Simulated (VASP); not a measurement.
# Pb (P6_3/mmc) in VASP: relaxation of cell and atoms with PBE

Aim: the relaxation of cell and atoms of Pb with PBE.

Program: VASP 6.6.1. These are calculated values, not measurements. Logs are shortened: lines on timing, memory, paths and dates and some standing lists are left out, and cuts for length are marked.

### 1 The cell of the first run

The structure is hexagonal, space group P6_3/mmc (No. 194). Conventional cell: a = 3.515 Å, b = 3.515 Å, c = 5.967 Å, α = 90.00°, β = 90.00°, γ = 120.00°. Within 4.6 Å of Pb (site symmetry -6m2) lie 12 Pb at 3.52 to 3.61 Å.

### 2 Relaxation of cell and atoms, PBE

The input, INCAR:

```
ALGO = Normal
EDIFF = 1E-7
EDIFFG = -0.005
ENCUT = 600
GGA = PE
IBRION = 2
ISIF = 3
ISMEAR = -1
LASPH = True
LCHARG = False
LREAL = False
LWAVE = False
NELM = 80
NSW = 45
PREC = Accurate
SIGMA = 0.05
```

The input, KPOINTS:

```
k-points
0
Gamma
  13 13 7
```

The input, POSCAR:

```
Pb
1.0
    3.5150371471      0.0000000000      0.0000000000
   -1.7575185736      3.0441114646      0.0000000000
    0.0000000000      0.0000000000      5.9674369106
Pb
2
Direct
    0.3333333333      0.6666666667      0.2500000000
    0.6666666667      0.3333333333      0.7500000000
```

Potentials or basis: VASP PAW PBE potentials, release 64 (Pb_d).

Started as:

```
> cat potpaw_PBE.64/Pb_d/POTCAR > POTCAR
> mpirun -np 1 vasp_std > vasp.out
```

OUTCAR:

```text
EDIFF = 1E-7
   EDIFFG = -0.005
   ENCUT = 600
   GGA = PE
   IBRION = 2
   ISIF = 3
   ISMEAR = -1
   LASPH = True
   LREAL = False
   NELM = 80
   NSW = 45
   PREC = Accurate

 ion  position               nearest neighbor table
   1  0.333  0.667  0.250-   2 3.61   2 3.61   2 3.61   2 3.61   2 3.61   2 3.61
   2  0.667  0.333  0.750-   1 3.61   1 3.61   1 3.61   1 3.61   1 3.61   1 3.61

  LATTYP: Found a hexagonal cell.
 ALAT       =     3.5150371471
 C/A-ratio  =     1.6976881498

  Lattice vectors:

 A1 = (   3.5150371471,   0.0000000000,   0.0000000000)
 A2 = (  -1.7575185736,   3.0441114646,   0.0000000000)
 A3 = (   0.0000000000,   0.0000000000,   5.9674369106)

Analysis of symmetry for initial positions (statically):
=====================================================================
 Subroutine PRICEL returns:
 Original cell was already a primitive cell.

 Routine SETGRP: Setting up the symmetry group for a
 hexagonal supercell.

 Subroutine GETGRP returns: Found 24 space group operations
 (whereof 12 operations were pure point group operations)
 out of a pool of 24 trial point group operations.

The static configuration has the point symmetry D_3d.
 The point group associated with its full space group is D_6h.

Analysis of symmetry for dynamics (positions and initial velocities):
=====================================================================
 Subroutine PRICEL returns:
 Original cell was already a primitive cell.

 Routine SETGRP: Setting up the symmetry group for a
 hexagonal supercell.

 Subroutine GETGRP returns: Found 24 space group operations
 (whereof 12 operations were pure point group operations)
 out of a pool of 24 trial point group operations.

The dynamic configuration has the point symmetry D_3d.
 The point group associated with its full space group is D_6h.

 Subroutine INISYM returns: Found 24 space group operations
 (whereof 12 operations are pure point group operations),
 and found     1 'primitive' translations

----------------------------------------------------------------------------------------

                                     Primitive cell

  volume of cell :      63.8526

  direct lattice vectors                    reciprocal lattice vectors
     3.515037147  0.000000000  0.000000000     0.284492015  0.164251541  0.000000000
    -1.757518574  3.044111465  0.000000000     0.000000000  0.328503083  0.000000000
     0.000000000  0.000000000  5.967436911     0.000000000  0.000000000  0.167576133

  length of vectors
     3.515037147  3.515037147  5.967436911     0.328503083  0.328503083  0.167576133

  position of ions in fractional coordinates (direct lattice)
     0.333333333  0.666666667  0.250000000
     0.666666667  0.333333333  0.750000000

  ion indices of the primitive-cell ions
   primitive index   ion index
                 1           1
                 2           2

----------------------------------------------------------------------------------------

 KPOINTS: k-points

Automatic generation of k-mesh.
 Grid dimensions read from file:
 generate k-points for:   13   13    7

 Generating k-lattice:

  Cartesian coordinates                     Fractional coordinates (reciprocal lattice)
     0.021884001  0.012634734  0.000000000     0.076923077 -0.000000000  0.000000000
     0.000000000  0.025269468  0.000000000     0.000000000  0.076923077  0.000000000
     0.000000000  0.000000000  0.023939448     0.000000000  0.000000000  0.142857143

  Length of vectors
     0.025269468  0.025269468  0.023939448

  Shift w.r.t. Gamma in fractional coordinates (k-lattice)
     0.000000000  0.000000000  0.000000000

 Subroutine IBZKPT returns following result:
 ===========================================

 Found     84 irreducible k-points:

 Following reciprocal coordinates:
            Coordinates               Weight
  0.000000  0.000000  0.000000      1.000000
  0.076923  0.000000  0.000000      6.000000
  0.153846  0.000000  0.000000      6.000000
  0.230769  0.000000  0.000000      6.000000
  0.307692  0.000000  0.000000      6.000000
  0.384615  0.000000  0.000000      6.000000
[... 16 lines left out ...]
  0.076923  0.000000  0.142857     12.000000
  0.153846  0.000000  0.142857     12.000000
 [... further k-points ...]
   k-points           NKPTS =     84   k-points in BZ     NKDIM =     84   number of bands    NBANDS=     18
   number of dos      NEDOS =    301   number of ions     NIONS =      2
   total plane-waves  NPLWV =  37632
   dimension x,y,z NGX =    28 NGY =   28 NGZ =   48
   dimension x,y,z NGXF=    56 NGYF=   56 NGZF=   96
   ions per type =               2
   NGX,Y,Z   is equivalent  to a cutoff of  13.24, 13.24, 13.37 a.u.
   NGXF,Y,Z  is equivalent  to a cutoff of  26.49, 26.49, 26.74 a.u.
 SYSTEM =  unknown system
   PREC   = accura    normal or accurate (medium, high low for compatibility)
   ISTART =      0    job   : 0-new  1-cont  2-samecut
   ICHARG =      2    charge: 1-file 2-atom 10-const
   ISPIN  =      1    spin polarized calculation?
   LNONCOLLINEAR =      F non collinear calculations
   LSORBIT =      F    spin-orbit coupling
   LASPH  =      T    aspherical Exc in radial PAW
   ENCUT  =  600.0 eV  44.10 Ry    6.64 a.u.   7.02  7.02 11.92*2*pi/ulx,y,z
   NELM   =     80;   NELMIN=  2; NELMDL= -5     # of ELM steps
   EDIFF  = 0.1E-06   stopping-criterion for ELM
   LREAL  =      F    real-space projection
   EDIFFG = -.5E-02   stopping-criterion for IOM
   NSW    =     45    number of steps for IOM
   IBRION =      2    ionic relax: 0-MD 1-quasi-New 2-CG
   NFREE  =      1    steps in history (QN), initial steepest desc. (CG)
   ISIF   =      3    stress and relaxation
   ISYM   =      2    0-nonsym 1-usesym 2-fastsym
   POTIM  = 0.5000    time-step for ionic-motion
   TEBEG  =    0.0;   TEEND  =   0.0 temperature during run
   PSTRESS=    0.0 pullay stress
   NELECT =      28.0000    total number of electrons
   NUPDOWN=      -1.0000    fix difference up-down
   EMIN   =  10.00;   EMAX   =-10.00  energy-range for DOS
   EFERMI =   0.00;   METHOD = LEGACY
   ISMEAR =    -1;   SIGMA  =   0.05  broadening in eV -4-tet -1-fermi 0-gaus
   EFERMI_NEDOS =   21; number of points for ismear=-14 and -15
   IALGO  =     38    algorithm
   IMIX   =      4    mixing-type and parameters
     AMIX     =   0.40;   BMIX     =  1.00
     AMIX_MAG =   1.60;   BMIX_MAG =  1.00
  volume/ion in A,a.u.               =      31.93       215.45
  Fermi-wavevector in a.u.,A,eV,Ry     =   1.243755  2.350356 21.047203  1.546926
  Thomas-Fermi vector in A             =   2.378052
   LORBIT       =      0    0 simple, 1 ext, 2 COOP (PROOUT), +10 PAW based schemes
   GGA     = PE    functional components
   LHFCALC =     F    Hartree Fock is set to
   AEXX    =    0.0000 exact exchange contribution
   IVDW    =     0    specifies the selected vdW correction
   LEPSILON=     F    determine dielectric tensor
   LRPA    =     F    only Hartree local field effects (RPA)
 conjugate gradient relaxation of ions
 non-spin polarized calculation
  energy-cutoff  :      600.00
  volume of cell :       63.85
 maximum number of plane-waves:      2146
 NGX is ok and might be reduce to    28
   NGX = 13   NGY = 13   NGZ = 23

 number of electron      27.9999995 magnetization

 Free energy of the ion-electron system (eV)
  ---------------------------------------------------
  ext. energy  EPLUGINS =         0.00000000
  ---------------------------------------------------
  free energy    TOTEN  =        -7.10113268 eV

  energy without entropy =       -7.09290616  energy(sigma->0) =       -7.09701942

 E-fermi :   6.6626     XC(G=0):  -9.9410

 val. band max:        6.6513627433   @ k =   0.3846   0.1538   0.1429
 cond. band min:       6.6849111255   @ k =   0.3077   0.0769   0.1429
 fundamental gap:      0.0335483821
 Fermi energy:         6.6625729367

 k-point     1 :       0.0000    0.0000    0.0000
  band No.  band energies     occupation
      1     -10.3492      2.00000
      2     -10.3461      2.00000
      3     -10.3215      2.00000
      4     -10.3215      2.00000
      5     -10.3066      2.00000
      6     -10.3066      2.00000
[... 10 lines left out ...]
     17      13.9545      0.00000
     18      13.9545      0.00000

 k-point     2 :       0.0769    0.0000    0.0000
  band No.  band energies     occupation
      1     -10.3505      2.00000
      2     -10.3406      2.00000
      3     -10.3161      2.00000
      4     -10.3082      2.00000
      5     -10.3033      2.00000
      6     -10.2936      2.00000
[... 10 lines left out ...]
     17      13.1582      0.00000
     18      14.0349      0.00000

 k-point     3 :       0.1538    0.0000    0.0000
  band No.  band energies     occupation
      1     -10.3696      2.00000
      2     -10.3200      2.00000
      3     -10.3138      2.00000
      4     -10.2725      2.00000
      5     -10.2710      2.00000
      6     -10.2574      2.00000
[... 10 lines left out ...]
     17      12.9758      0.00000
     18      13.8325      0.00000

 k-point     4 :       0.2308    0.0000    0.0000
  band No.  band energies     occupation
      1     -10.3969      2.00000
      2     -10.3287      2.00000
      3     -10.2816      2.00000
      4     -10.2812      2.00000
      5     -10.2583      2.00000
      6     -10.2219      2.00000
[... 375 lines left out ...]
      4     -10.3243      2.00000
      5     -10.3092      2.00000
      6     -10.3092      2.00000
[... 10 lines left out ...]
     17      13.8732      0.00000
     18      13.8732      0.00000

 k-point    23 :       0.0769    0.0000    0.1429
  band No.  band energies     occupation
      1     -10.3493      2.00000
      2     -10.3399      2.00000
      3     -10.3207      2.00000
      4     -10.3114      2.00000
      5     -10.3061      2.00000
      6     -10.2962      2.00000
[... 10 lines left out ...]
     17      13.0976      0.00000
     18      13.8985      0.00000

 k-point    24 :       0.1538    0.0000    0.1429
  band No.  band energies     occupation
      1     -10.3677      2.00000
      2     -10.3219      2.00000
      3     -10.3193      2.00000
      4     -10.2819      2.00000
      5     -10.2776      2.00000
      6     -10.2601      2.00000
[... 10 lines left out ...]
     17      12.3457      0.00000
     18      13.6168      0.00000

 [... further k-points ...]
[... 5 lines left out ...]
  --------------------------------------------------------------------------------------
  -------------------------------------------------------------------------------------
  Total        0.0000506      0.0000506     -0.0040771     -0.0000000      0.0000000      0.0000000
  in kB        0.0012708      0.0012708     -0.1023013     -0.0000000      0.0000000      0.0000000
  external PRESSURE =      -0.0332532 kB  Pullay stress =       0.0000000 kB

 VOLUME and BASIS-vectors are now :
 -----------------------------------------------------------------------------
  energy-cutoff  :      600.00
  volume of cell :       63.85
      direct lattice vectors                 reciprocal lattice vectors
     3.515037147  0.000000000  0.000000000     0.284492015  0.164251541  0.000000000
    -1.757518574  3.044111465  0.000000000     0.000000000  0.328503083  0.000000000
     0.000000000  0.000000000  5.967436911     0.000000000  0.000000000  0.167576133

 POSITION                                       TOTAL-FORCE (eV/Angst)
 -----------------------------------------------------------------------------------
     -0.00000      2.02941      1.49186        -0.000000      0.000000      0.000000
      1.75752      1.01470      4.47558         0.000000     -0.000000      0.000000
 -----------------------------------------------------------------------------------
    total drift:                               -0.000000      0.000000     -0.000000

  FREE ENERGIE OF THE ION-ELECTRON SYSTEM (eV)
  ---------------------------------------------------
  free  energy   TOTEN  =        -7.1011326811 eV

  energy  without entropy=       -7.0929061617  energy(sigma->0) =       -7.09701942

 reached required accuracy - stopping structural energy minimisation
```

Run time: 2.8 min. Hardware: 1 thread of AMD EPYC 7R13, shared host; peak memory 0.22 GiB.

What came out:

| Item | Value |
| --- | --- |
| Free energy | -7.1011 eV |
| Pressure after relaxing | 0.0 GPa |
| Band gap on the k mesh | zero (band 14 reaches 12.42 eV, above the bottom of band 15 at 5.33 eV) |

Final structure:
```yaml
crystal:
  lattice:
    - [3.51504, 0.00000, 0.00000]
    - [-1.75752, 3.04411, 0.00000]
    - [0.00000, 0.00000, 5.96744]
  atoms:
    - { symbol: Pb, position: [0.33333, 0.66667, 0.25000] }
    - { symbol: Pb, position: [0.66667, 0.33333, 0.75000] }
```

Levels at points of the mesh, in eV from the Fermi level:
| k point | band 10 | band 11 | band 12 | band 13 | band 14 | band 15 | band 16 | band 17 | band 18 |
| --- | --- | --- | --- | --- | --- | --- | --- | --- | --- |
| (0.00, 0.00, 0.00) | -16.77 | -11.37 | -8.34 | -3.97 | 5.76 | 5.76 | 6.51 | 7.29 | 7.29 |

Caveat: the relaxation stopped at its first step, so nothing moved; spin-orbit coupling is left out, which moves the levels of the heavy elements.
